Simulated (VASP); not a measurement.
Runs of VASP 6.6.1 on Ba. The structure is that of space group Cmmm (No. 65), or close to it. The cells are those of the table. 

```csv
cell,gap on the mesh (eV),pressure (GPa)
"a = 3.809, b = 3.809, c = 5.700 Å, angles 90.0, 90.0, 123.7°, 1 atom",none,1.5
"a = 3.809, b = 3.809, c = 5.244 Å, angles 90.0, 90.0, 123.7°, 1 atom",none,(b)
"a = 3.975, b = 3.975, c = 5.472 Å, angles 90.0, 90.0, 123.7°, 1 atom",none,0.6
"a = 3.975, b = 3.975, c = 5.700 Å, angles 90.0, 90.0, 123.7°, 1 atom",none,0.7
"a = 3.809, b = 3.809, c = 6.156 Å, angles 90.0, 90.0, 123.7°, 1 atom",none,1.6
"a = 3.975, b = 3.975, c = 5.244 Å, angles 90.0, 90.0, 123.7°, 1 atom",none,0.5
"a = 3.809, b = 3.809, c = 5.928 Å, angles 90.0, 90.0, 123.7°, 1 atom",none,1.6
"a = 4.141, b = 4.141, c = 5.244 Å, angles 90.0, 90.0, 123.7°, 1 atom",none,(a)
```

Alike in all rows: task single point; level PBEsol; potentials or basis VASP PAW PBE potentials, release 64 (Ba_sv); no spin polarisation; k mesh 14 × 14 × 8; cutoff (eV) 500; smearing gaussian 0.15 eV.

Fill in the values left out.

(a) -0.1; (b) 1.4.

Caveats: the PAW data sets were made with another functional, which shifts forces and pressure a little; spin-orbit coupling is left out, which moves the levels of the heavy elements; the stress differs along the axes, from -3 to 3 GPa (at least some runs); the stress differs along the axes, from -3 to 5 GPa (at least some runs); the stress differs along the axes, from -4 to 5 GPa (at least some runs); the stress differs along the axes, from -2 to 4 GPa (at least some runs).

A k mesh can miss the band edges, and the runs leave out spin-orbit coupling on Ba.

A gap of «none» marks levels without a gap at the run's occupations.
